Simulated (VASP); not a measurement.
Set up this calculation in VASP 6.6.1, as the native input.

| Property | Result |
| --- | --- |
| Task | single point |
| Functional | PBE |
| Potentials or basis | VASP PAW PBE potentials, release 64 (Li_sv, F, H) |
| Cutoff | 520 eV |
| k mesh | 9 × 9 × 2 |
| Occupations | gaussian, width 0.02 eV |
| Spin | no spin polarisation |
| Dipole correction | no |
| Further INCAR settings | ALGO = Normal; EDIFF = 1e-07; NBANDS = 36 |

The structure of Li3HF2 lies in POSCAR:

```
Li3HF2
1.0
    2.8671930020      0.0000000000      0.0000000000
   -1.4335965010      2.4830619773      0.0000000000
    0.0000000000      0.0000000000     14.0652493320
Li F H
6 4 2
Direct
    0.0000000000      0.0000000000     -0.0004015073
    0.3333333333      0.6666666667      0.1661278362
    0.6666666667      0.3333333333      0.3333333333
    1.0000000000      1.0000000000      0.5005388305
    0.3333333333      0.6666666667      0.6670681740
    0.6666666667      0.3333333333      0.8333333333
    1.0000000000      1.0000000000      0.2497423390
    0.6666666667      0.3333333333      0.0826764429
    0.3333333333      0.6666666667      0.4169243277
    0.6666666667      0.3333333333      0.5839902238
    0.0000000000      0.0000000000      0.7515359810
    0.3333333333      0.6666666667      0.9151306857
```

One way to write it, as run:

INCAR

```
PREC = Accurate
ENCUT = 520
EDIFF = 1E-7
ISMEAR = 0
SIGMA = 0.02
LREAL = F
LASPH = T
NELM = 80
ALGO = Normal
ISIF = 2
LWAVE = F
LCHARG = F
GGA = PE
NBANDS = 36
```

KPOINTS

```
Automatic mesh
0
Gamma
  9 9 2
```

Potentials or basis: VASP PAW PBE potentials, release 64 (Li_sv, F, H).

Command:

```bash
$ cat potpaw_PBE.64/Li_sv/POTCAR potpaw_PBE.64/F/POTCAR potpaw_PBE.64/H/POTCAR > POTCAR
$ mpirun -np 1 vasp_std > vasp.out
```

Results of the run:

* Band gap on the k mesh: 4.82 eV (least direct gap 4.91 eV)

Caveat: an odd mesh through Γ misses points on the zone boundary, where band edges can lie.

It took 91 s on 1 thread of Intel(R) Xeon(R) Platinum 8488C (Sapphire Rapids), with other jobs on the host, peak memory 0.25 GiB.
